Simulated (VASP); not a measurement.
Runs of VASP 6.6.1 on Rh. The structure is that of space group Cmcm (No. 63), or close to it. The cells are those of the table. 

```tsv
potentials or basis	cell	cutoff (eV)	gap on the mesh (eV)	pressure (GPa)	largest force (eV/Å)
VASP PAW LDA potentials, release 64 (Rh_pv)	a = 2.998, b = 2.572, c = 8.349 Å, angles 90.0, 90.0, 125.6°, 4 atoms	520	none	(a)	0.98
VASP PAW LDA potentials, release 64 (Rh_pv)	a = 2.365, b = 2.815, c = 8.667 Å, angles 90.0, 90.0, 114.8°, 4 atoms	520	none	(b)	0.53
VASP PAW LDA potentials, release 64 (Rh_sv_GW)	a = 3.047, b = 2.621, c = 8.032 Å, angles 90.0, 90.0, 125.5°, 4 atoms	620	none	15.9	1.28
VASP PAW LDA potentials, release 64 (Rh_pv)	a = 2.609, b = 2.906, c = 7.714 Å, angles 90.0, 90.0, 116.7°, 4 atoms	520	none	19.2	0.74
VASP PAW LDA potentials, release 64 (Rh_pv)	a = 2.998, b = 2.711, c = 7.714 Å, angles 90.0, 90.0, 123.6°, 4 atoms	520	none	18.0	1.03
VASP PAW LDA potentials, release 64 (Rh_pv)	a = 2.706, b = 2.561, c = 8.985 Å, angles 90.0, 90.0, 121.9°, 4 atoms	520	none	4.3	0.13
```

Alike in all rows: task single point; level LDA; no spin polarisation; k mesh 18 × 18 × 6; smearing gaussian 0.15 eV.

Q: Estimate the missing entries.

A: (a) 13.8; (b) 19.3.

Caveats: forces of over 1 eV/Å act on the atoms, so gaps and moduli don't describe the material at rest (at least some runs); the stress differs along the axes, from -3 to 32 GPa (at least some runs); the stress differs along the axes, from -20 to 74 GPa (at least some runs); the stress differs along the axes, from -3 to 29 GPa (at least some runs); the stress differs along the axes, from -9 to 48 GPa (at least some runs); the stress differs along the axes, from -3 to 48 GPa (at least some runs); the stress differs along the axes, from -12 to 27 GPa (at least some runs).

A k mesh can miss the band edges, and the runs leave out spin-orbit coupling on Rh.

A gap of «none» marks levels without a gap at the run's occupations.

The runs don't all hold the same shells in valence.
